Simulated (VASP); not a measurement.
# OsI4 (Cmmm) in VASP: single point with PBE

Aim: the single point of OsI4 with PBE.

Everything below comes from runs of VASP 6.6.1. Logs are shortened: lines on timing, memory, paths and dates and some standing lists are left out, and cuts for length are marked.

## 1. The cell of the first run

Symmetry: Cmmm, No. 65, orthorhombic system. The conventional cell has a = 9.106 Å, b = 9.562 Å, c = 4.088 Å, α = 90.00°, β = 90.00°, γ = 90.00°. I (site symmetry m2m) has 2 Os at 2.73 Å and 5 I at 3.62 to 3.77 Å within 3.8 Å. I (site symmetry 2mm) has 1 Os at 2.60 Å within 3.4 Å. Os (site symmetry mmm) has 6 I at 2.60 to 2.73 Å within 3.4 Å.

## 2. Single point, PBE

Contents of POSCAR:

```
OsI4
1.0
    4.5529080000      4.7808690000      0.0000000000
    4.5529080000     -4.7808690000      0.0000000000
    0.0000000000      0.0000000000     -4.0883720000
I Os
4 1
Direct
    0.1894000000      0.8106000000      0.5000000000
    0.8106000000      0.1894000000      0.5000000000
    0.2852000000      0.2852000000      0.0000000000
    0.7148000000      0.7148000000      0.0000000000
    0.0000000000      0.0000000000      0.0000000000
```

Contents of INCAR.step1:

```
SYSTEM = OsI4
  PREC = Accurate
  ENCUT = 520
  EDIFF = 1E-7
  ISMEAR = -1
  SIGMA = 0.1
  LREAL = .False.
  LASPH = .True.
  NELM = 80
  ALGO = Normal
  ISIF = 2
  LWAVE = .False.
  LCHARG = .True.
  LMAXMIX = 4
  GGA = PE
  NBANDS = 26
```

Contents of KPOINTS.step1:

```
regular mesh
0
Gamma
  5 5 8
  0 0 0
```

Contents of INCAR.step2:

```
SYSTEM = OsI4
  PREC = Accurate
  ENCUT = 520
  EDIFF = 1E-7
  ISMEAR = -5
  SIGMA = 0.1
  LREAL = .False.
  LASPH = .True.
  NELM = 80
  ALGO = Normal
  ISIF = 2
  LWAVE = .False.
  LCHARG = .False.
  LMAXMIX = 4
  GGA = PE
  LORBIT = 10
  NEDOS = 2001
  ICHARG = 11
```

Contents of KPOINTS.step2:

```
regular mesh
0
Gamma
  8 8 12
  0 0 0
```

Potentials or basis: VASP PAW PBE potentials, release 64 (I, Os).

On the command line:

```console
$ cat potpaw_PBE.64/I/POTCAR potpaw_PBE.64/Os/POTCAR > POTCAR
$ cp INCAR.step1 INCAR
$ cp KPOINTS.step1 KPOINTS
$ mpirun -np 1 vasp_std > vasp.out
$ cp INCAR.step2 INCAR
$ cp KPOINTS.step2 KPOINTS
$ mpirun -np 1 vasp_std > vasp.out
```

OUTCAR:

```text
SYSTEM = OsI4
   PREC = Accurate
   ENCUT = 520
   EDIFF = 1E-7
   ISMEAR = -5
   LREAL = .False.
   LASPH = .True.
   NELM = 80
   ISIF = 2
   GGA = PE
   LORBIT = 10
   ICHARG = 11

 ion  position               nearest neighbor table
   1  0.189  0.811  0.500-   5 2.73   5 2.73
   2  0.811  0.189  0.500-   5 2.73   5 2.73
   3  0.285  0.285  0.000-   5 2.60
   4  0.715  0.715  0.000-   5 2.60
   5  0.000  0.000  0.000-   3 2.60   4 2.60   1 2.73   2 2.73   1 2.73   2 2.73

  LATTYP: Found a base centered orthorhombic cell.
 ALAT       =     9.1058160000
 B/A-ratio  =     1.0500693183
 C/A-ratio  =     0.4489846929

  Lattice vectors:

 A1 = (   4.5529080000,   4.7808690000,   0.0000000000)
 A2 = (   4.5529080000,  -4.7808690000,   0.0000000000)
 A3 = (   0.0000000000,   0.0000000000,  -4.0883720000)

Analysis of symmetry for initial positions (statically):
=====================================================================
 Subroutine PRICEL returns:
 Original cell was already a primitive cell.

 Routine SETGRP: Setting up the symmetry group for a
 base centered orthorhombic supercell.

 Subroutine GETGRP returns: Found  8 space group operations
 (whereof  8 operations were pure point group operations)
 out of a pool of  8 trial point group operations.

The static configuration has the point symmetry D_2h.

Analysis of symmetry for dynamics (positions and initial velocities):
=====================================================================
 Subroutine PRICEL returns:
 Original cell was already a primitive cell.

 Routine SETGRP: Setting up the symmetry group for a
 base centered orthorhombic supercell.

 Subroutine GETGRP returns: Found  8 space group operations
 (whereof  8 operations were pure point group operations)
 out of a pool of  8 trial point group operations.

The dynamic configuration has the point symmetry D_2h.

 Subroutine INISYM returns: Found  8 space group operations
 (whereof  8 operations are pure point group operations),
 and found     1 'primitive' translations

----------------------------------------------------------------------------------------

                                     Primitive cell

  volume of cell :     177.9820

  direct lattice vectors                    reciprocal lattice vectors
     4.552908000  4.780869000  0.000000000     0.109819922  0.104583497  0.000000000
     4.552908000 -4.780869000  0.000000000     0.109819922 -0.104583497  0.000000000
     0.000000000  0.000000000 -4.088372000     0.000000000  0.000000000 -0.244596138

  length of vectors
     6.601945142  6.601945142  4.088372000     0.151651321  0.151651321  0.244596138

  position of ions in fractional coordinates (direct lattice)
     0.189400000  0.810600000  0.500000000
     0.810600000  0.189400000  0.500000000
     0.285200000  0.285200000  0.000000000
     0.714800000  0.714800000  0.000000000
     0.000000000  0.000000000  0.000000000

  ion indices of the primitive-cell ions
   primitive index   ion index
                 1           1
                 2           2
                 3           3
                 4           4
                 5           5

----------------------------------------------------------------------------------------

 KPOINTS: regular mesh

Automatic generation of k-mesh.
 Grid dimensions read from file:
 generate k-points for:    8    8   12

 Generating k-lattice:

  Cartesian coordinates                     Fractional coordinates (reciprocal lattice)
     0.013727490  0.013072937  0.000000000     0.125000000  0.000000000  0.000000000
     0.013727490 -0.013072937  0.000000000     0.000000000  0.125000000  0.000000000
     0.000000000  0.000000000 -0.020383011     0.000000000  0.000000000  0.083333333

  Length of vectors
     0.018956415  0.018956415  0.020383011

  Shift w.r.t. Gamma in fractional coordinates (k-lattice)
     0.000000000  0.000000000  0.000000000

 TETIRR: Found   1152 inequivalent tetrahedra from     4608

 Subroutine IBZKPT returns following result:
 ===========================================

 Found    147 irreducible k-points:

 Following reciprocal coordinates:
            Coordinates               Weight
  0.000000  0.000000  0.000000      1.000000
  0.125000  0.000000  0.000000      4.000000
  0.250000  0.000000  0.000000      4.000000
  0.375000 -0.000000  0.000000      4.000000
  0.500000  0.000000  0.000000      2.000000
  0.125000  0.125000  0.000000      2.000000
[... 16 lines left out ...]
  0.125000  0.000000  0.083333      8.000000
  0.250000  0.000000  0.083333      8.000000
 [... further k-points ...]
   k-points           NKPTS =    147   k-points in BZ     NKDIM =    147   number of bands    NBANDS=     22
   number of dos      NEDOS =   2001   number of ions     NIONS =      5
   total plane-waves  NPLWV =  75000
   dimension x,y,z NGX =    50 NGY =   50 NGZ =   30
   dimension x,y,z NGXF=   100 NGYF=  100 NGZF=   60
   ions per type =               4   1
   NGX,Y,Z   is equivalent  to a cutoff of  12.59, 12.59, 12.20 a.u.
   NGXF,Y,Z  is equivalent  to a cutoff of  25.18, 25.18, 24.40 a.u.
 SYSTEM =  OsI4
   PREC   = accura    normal or accurate (medium, high low for compatibility)
   ISTART =      0    job   : 0-new  1-cont  2-samecut
   ICHARG =     11    charge: 1-file 2-atom 10-const
   ISPIN  =      1    spin polarized calculation?
   LNONCOLLINEAR =      F non collinear calculations
   LSORBIT =      F    spin-orbit coupling
   LASPH  =      T    aspherical Exc in radial PAW
   ENCUT  =  520.0 eV  38.22 Ry    6.18 a.u.  12.28 12.28  7.60*2*pi/ulx,y,z
   NELM   =     80;   NELMIN=  2; NELMDL=  0     # of ELM steps
   EDIFF  = 0.1E-06   stopping-criterion for ELM
   LREAL  =      F    real-space projection
   EDIFFG = 0.1E-05   stopping-criterion for IOM
   NSW    =      0    number of steps for IOM
   IBRION =     -1    ionic relax: 0-MD 1-quasi-New 2-CG
   NFREE  =      0    steps in history (QN), initial steepest desc. (CG)
   ISIF   =      2    stress and relaxation
   ISYM   =      2    0-nonsym 1-usesym 2-fastsym
   POTIM  = 0.5000    time-step for ionic-motion
   TEBEG  =    0.0;   TEEND  =   0.0 temperature during run
   PSTRESS=    0.0 pullay stress
   NELECT =      36.0000    total number of electrons
   NUPDOWN=      -1.0000    fix difference up-down
   EMIN   =  10.00;   EMAX   =-10.00  energy-range for DOS
   EFERMI =   0.00;   METHOD = LEGACY
   ISMEAR =    -5;   SIGMA  =   0.10  broadening in eV -4-tet -1-fermi 0-gaus
   EFERMI_NEDOS =   21; number of points for ismear=-14 and -15
   IALGO  =     38    algorithm
   IMIX   =      4    mixing-type and parameters
     AMIX     =   0.40;   BMIX     =  1.00
     AMIX_MAG =   1.60;   BMIX_MAG =  1.00
  volume/ion in A,a.u.               =      35.60       240.22
  Fermi-wavevector in a.u.,A,eV,Ry     =   0.960986  1.816000 12.564894  0.923494
  Thomas-Fermi vector in A             =   2.090318
   LORBIT       =     10    0 simple, 1 ext, 2 COOP (PROOUT), +10 PAW based schemes
   GGA     = PE    functional components
   LHFCALC =     F    Hartree Fock is set to
   AEXX    =    0.0000 exact exchange contribution
   IVDW    =     0    specifies the selected vdW correction
   LEPSILON=     F    determine dielectric tensor
   LRPA    =     F    only Hartree local field effects (RPA)
 non-spin polarized calculation
 Fermi weights with tetrahedron method with Bloechl corrections
  energy-cutoff  :      520.00
  volume of cell :      177.98
 maximum number of plane-waves:      4822
 NGX is ok and might be reduce to    50

 number of electron      36.0000000 magnetization

 Free energy of the ion-electron system (eV)
  ---------------------------------------------------
  ext. energy  EPLUGINS =         0.00000000
  ---------------------------------------------------
  free energy    TOTEN  =       -16.52677820 eV

  energy without entropy =      -16.52677820  energy(sigma->0) =      -16.52677820

 E-fermi :   3.6716     XC(G=0):  -8.6858

 val. band max:        3.6702746296   @ k =  -0.3750   0.1250   0.1667
 cond. band min:       3.6680090505   @ k =  -0.3750   0.3750   0.5000
 fundamental gap:     -0.0022655791
 Fermi energy:         3.6715581492

 k-point     1 :       0.0000    0.0000    0.0000
  band No.  band energies     occupation
      1      -9.9128      2.00000
      2      -8.8323      2.00000
      3      -8.4630      2.00000
      4      -8.4485      2.00000
      5      -1.8509      2.00000
      6      -0.6184      2.00000
[... 14 lines left out ...]
     21       5.9523      0.00000
     22       7.5391      0.00000

 k-point     2 :       0.1250    0.0000    0.0000
  band No.  band energies     occupation
      1      -9.8949      2.00000
      2      -8.8454      2.00000
      3      -8.4886      2.00000
      4      -8.4414      2.00000
      5      -1.7852      2.00000
      6      -0.5723      2.00000
[... 14 lines left out ...]
     21       6.0652      0.00000
     22       7.6091      0.00000

 k-point     3 :       0.2500    0.0000    0.0000
  band No.  band energies     occupation
      1      -9.8479      2.00000
      2      -8.8877      2.00000
      3      -8.5190      2.00000
      4      -8.4482      2.00000
      5      -1.6253      2.00000
      6      -0.4791      2.00000
[... 14 lines left out ...]
     21       6.2790      0.00000
     22       7.8403      0.00000
[... 476 lines left out ...]
 k-point    23 :       0.1250    0.0000    0.0833
  band No.  band energies     occupation
      1      -9.8562      2.00000
      2      -8.8441      2.00000
      3      -8.4772      2.00000
      4      -8.4388      2.00000
      5      -1.7415      2.00000
      6      -0.5423      2.00000
[... 14 lines left out ...]
     21       6.0399      0.00000
     22       7.7215      0.00000

 k-point    24 :       0.2500    0.0000    0.0833
  band No.  band energies     occupation
      1      -9.8096      2.00000
      2      -8.8836      2.00000
      3      -8.5079      2.00000
      4      -8.4464      2.00000
      5      -1.5801      2.00000
      6      -0.5322      2.00000
[... 14 lines left out ...]
     21       6.2600      0.00000
     22       7.9480      0.00000

 [... further k-points ...]

------------------------ aborting loop because EDIFF is reached ----------------------------------------

  FORCE on cell =-STRESS in cart. coord.  units (eV):
  Direction    XX          YY          ZZ          XY          YZ          ZX
  --------------------------------------------------------------------------------------
  -------------------------------------------------------------------------------------
  Total        2.8845289     -0.5775155     -1.6109588     -0.0000000      0.0000000      0.0000000
  in kB       25.9662574     -5.1987400    -14.5016991     -0.0000000      0.0000000      0.0000000
  external PRESSURE =       2.0886061 kB  Pullay stress =       0.0000000 kB

 VOLUME and BASIS-vectors are now :
 -----------------------------------------------------------------------------
  energy-cutoff  :      520.00
  volume of cell :      177.98
      direct lattice vectors                 reciprocal lattice vectors
     4.552908000  4.780869000  0.000000000     0.109819922  0.104583497  0.000000000
     4.552908000 -4.780869000  0.000000000     0.109819922 -0.104583497  0.000000000
     0.000000000  0.000000000 -4.088372000     0.000000000  0.000000000 -0.244596138

 POSITION                                       TOTAL-FORCE (eV/Angst)
 -----------------------------------------------------------------------------------
      4.55291     -2.96988     -2.04419         0.000000     -0.092377      0.000000
      4.55291      2.96988     -2.04419         0.000000      0.092377      0.000000
      2.59698      0.00000      0.00000         0.520989     -0.000000     -0.000000
      6.50884      0.00000      0.00000        -0.520989     -0.000000      0.000000
      0.00000      0.00000      0.00000         0.000000      0.000000      0.000000
 -----------------------------------------------------------------------------------
    total drift:                                0.000000     -0.000000      0.000000

  FREE ENERGIE OF THE ION-ELECTRON SYSTEM (eV)
  ---------------------------------------------------
  free  energy   TOTEN  =       -16.5267781953 eV

  energy  without entropy=      -16.5267781953  energy(sigma->0) =      -16.52677820

 total charge

# of ion       s       p       d       tot
------------------------------------------
    1        1.520   2.688   0.046   4.254
    2        1.520   2.688   0.046   4.254
    3        1.519   2.726   0.031   4.276
    4        1.519   2.726   0.031   4.276
    5        0.527   0.520   5.979   7.026
--------------------------------------------------
tot          6.604  11.349   6.134  24.087
```

Wall time 11 min (1 thread of Oxide Virtual Turin-like, shared host); peak memory 0.61 GiB.

What came out:

```yaml
Valence_electrons_inside_the_program's_atomic_spheres: I 4.25, 4.28 (each value once); Os 7.03
```

Caveat: spin-orbit coupling is left out, which moves the levels of the heavy elements.
